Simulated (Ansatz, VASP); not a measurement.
One calculation of Tl, two programs

```
CELL_PARAMETERS angstrom
0.00000 2.38469 2.38469
2.38469 0.00000 2.38469
2.38469 2.38469 0.00000
ATOMIC_POSITIONS crystal
Tl 0.00000 0.00000 0.00000
```

Alike in both runs: functional LDA; k mesh 11 × 11 × 11; occupations fermi-dirac, width 0.1 eV; no spin polarisation.

Ansatz relaxed the structure, and its values are those at the end. VASP's run is a single point on that final structure, the one shown.

|  | VASP | Ansatz |
| --- | --- | --- |
| version | VASP 6.6.1 | Ansatz 0.2.0 |
| potentials or method | VASP PAW LDA potentials, release 64 (Tl_d), cutoff 520 eV | plane waves (420 eV) with PAW, scalar-relativistic |
| valence electrons in the cell | 13 | 13 |

|  | VASP | Ansatz | Ansatz less VASP |
| --- | --- | --- | --- |
| pressure (GPa) | 0.1 | 0.0 | -0.07 |

Ansatz warns that its potentials were made for another functional, while VASP's fit it. LDA's correlation is that of Perdew and Zunger in VASP and of Perdew and Wang (1992) in Ansatz.

Neither program's run includes spin-orbit coupling.
